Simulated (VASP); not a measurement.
# ReS2: single point with LDA

The system is ReS2, a sheet with vacuum.

```xyz
24
Lattice="6.3355 0.0000 0.0000 3.1112 5.6366 0.0000 0.0000 0.0000 23.0000" Properties=species:S:1:pos:R:3 pbc="T T T"
Re    1.4287    1.1908    8.4021
Re    3.3793    3.3100    8.4976
Re    4.9812    1.0485    8.4374
Re    6.1622    3.4523    8.4623
Re    6.1520    4.0092   14.5021
Re    8.1026    6.1283   14.5976
Re    9.7046    3.8669   14.5374
Re   10.8856    6.2706   14.5623
S     7.9891    4.5295    7.2654
S     4.6845    4.6902    7.1001
S     3.2347    5.4469    9.7999
S     1.5704    2.8348   10.0077
S     6.2656    5.6078    9.6344
S     6.3130    1.9093    6.7131
S     4.8301    2.5912   10.1873
S     3.2372    1.6657    6.8928
S    12.7125    7.3478   13.3654
S     9.4078    7.5085   13.2001
S     7.9581    8.2652   15.8999
S     6.2937    5.6531   16.1077
S    10.9890    8.4261   15.7344
S    11.0364    4.7276   12.8131
S     9.5535    5.4095   16.2873
S     7.9606    4.4840   12.9928
```

```json
{
 "Program": "VASP 6.6.1",
 "Task": "single point",
 "Functional": "LDA",
 "Potentials or basis": "VASP PAW LDA potentials, release 64 (Re, S)",
 "Cutoff": "520 eV",
 "k mesh": "4 × 4 × 1",
 "Occupations": "gaussian, width 0.01 eV",
 "Spin": "no spin polarisation"
}
```

The largest force is 0.215 eV/Å and the band gap on the k mesh is 1.37 eV.

Forces on the atoms (eV/Å):
```
Re   0.126 -0.023 -0.109
Re  -0.122  0.028  0.133
Re  -0.093 -0.135 -0.012
Re   0.097  0.135  0.058
Re   0.125 -0.036 -0.113
Re  -0.128  0.019  0.125
Re  -0.102 -0.143 -0.042
Re   0.092  0.131  0.033
S    0.020  0.002  0.201
S   -0.040  0.153  0.137
S   -0.012 -0.126 -0.174
S   -0.019  0.022 -0.073
S   -0.009  0.003 -0.189
S   -0.047  0.053  0.069
S    0.002 -0.067 -0.052
S    0.031 -0.100  0.068
S    0.008 -0.002  0.187
S    0.009  0.132  0.168
S    0.037 -0.146 -0.143
S   -0.028  0.100 -0.082
S   -0.023 -0.002 -0.202
S    0.001  0.070  0.038
S    0.052 -0.049 -0.084
S    0.021 -0.019  0.059
```

Levels at points of the mesh, in eV from the valence-band top:
| k point | band 74 | band 75 | band 76 | band 77 | band 78 | band 79 |
| --- | --- | --- | --- | --- | --- | --- |
| (0.00, 0.00, 0.00) | -0.22 | -0.09 | 0.00 | 1.37 | 1.45 | 2.03 |
| (0.50, 0.00, 0.00) | -0.44 | -0.39 | -0.31 | 1.57 | 1.69 | 1.92 |
| (0.00, 0.50, 0.00) | -0.32 | -0.16 | -0.13 | 1.64 | 1.80 | 1.84 |
| (0.50, 0.50, 0.00) | -0.42 | -0.39 | -0.34 | 1.64 | 1.74 | 1.75 |

Wall time 4.9 min on 1 × NVIDIA H100 80GB with 1 thread of AMD EPYC 7R13 Processor (Zen 3), on a shared host, peak memory 1.9 GiB.

Caveat: spin-orbit coupling is left out, which moves the levels of the heavy elements.
